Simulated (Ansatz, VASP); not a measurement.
# ZnSe: VASP beside Ansatz

```xyz
2
Lattice="0.0000 2.8329 3.0596 2.8329 0.0000 3.0596 2.8329 2.8329 0.0000" Properties=species:S:1:pos:R:3 pbc="T T T"
Zn    0.0000    0.0000    0.0000
Se    4.2494    4.2494    4.5894
```

Change from the starting cell: strain +0.000 along x and y, +0.080 along z, atoms carried along.

Alike in both runs: task single point; functional r2SCAN; k mesh 8 × 8 × 8; occupations gaussian, width 0.05 eV; no spin polarisation.

|  | VASP | Ansatz |
| --- | --- | --- |
| version | VASP 6.6.1 | Ansatz 0.2.0 |
| potentials or method | VASP PAW PBE potentials, release 64 (Zn, Se), cutoff 520 eV | scalar-relativistic, plane waves, PAW |
| valence electrons in the cell | 18 | 28 |

VASP gave:

| Item | Value |
| --- | --- |
| gap on the k mesh at the Fermi level (eV) | 1.41 |
| least direct gap on the mesh (eV) | 1.41 |
| pressure (GPa) | -4.3 |
| traceless stress, the component that is largest in VASP (GPa) | -2.24 |

**Question.** What did Ansatz give for the same quantities?

**Answer.** gap on the k mesh at the Fermi level (eV): 1.41; least direct gap on the mesh (eV): 1.41; pressure (GPa): -4.3; traceless stress, the component that is largest in VASP (GPa): -2.23.

VASP's potentials were made for PBE, not for r2SCAN. VASP's potentials hold 18 valence electrons a cell and Ansatz's 28, so a difference there can come from the potentials and not from the codes.
